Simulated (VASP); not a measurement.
Runs of VASP 6.6.1 on NaCl. The structure is that of space group Fm-3m (No. 225), or close to it. The cells are those of the table. 

| cell | gap on the mesh (eV) | pressure (GPa) |
| --- | --- | --- |
| a = 4.000 Å, angles 60.0°, 2 atoms | 4.66 | (b) |
| a = 3.947 Å, angles 60.0°, 2 atoms | 4.82 | -1.8 |
| a = 3.920 Å, angles 60.0°, 2 atoms | 4.90 | (a) |
| a = 4.052 Å, angles 60.0°, 2 atoms | 4.53 | -3.3 |
| a = 4.026 Å, angles 60.0°, 2 atoms | (c) | -3.0 |
| a = 3.893 Å, angles 60.0°, 2 atoms | 4.99 | -0.7 |
| a = 3.974 Å, angles 60.0°, 2 atoms | 4.74 | -2.2 |

Alike in all rows: task single point; level LDA; potentials or basis VASP PAW LDA potentials, release 64 (Na_pv, Cl); no spin polarisation; k mesh 6 × 6 × 6; cutoff (eV) 500; smearing gaussian 0.01 eV.

Problem. Fill in the values left out.

Solution. (a) -1.3; (b) -2.6; (c) 4.59.

Caveats: the cell stands under tension (at least some runs).

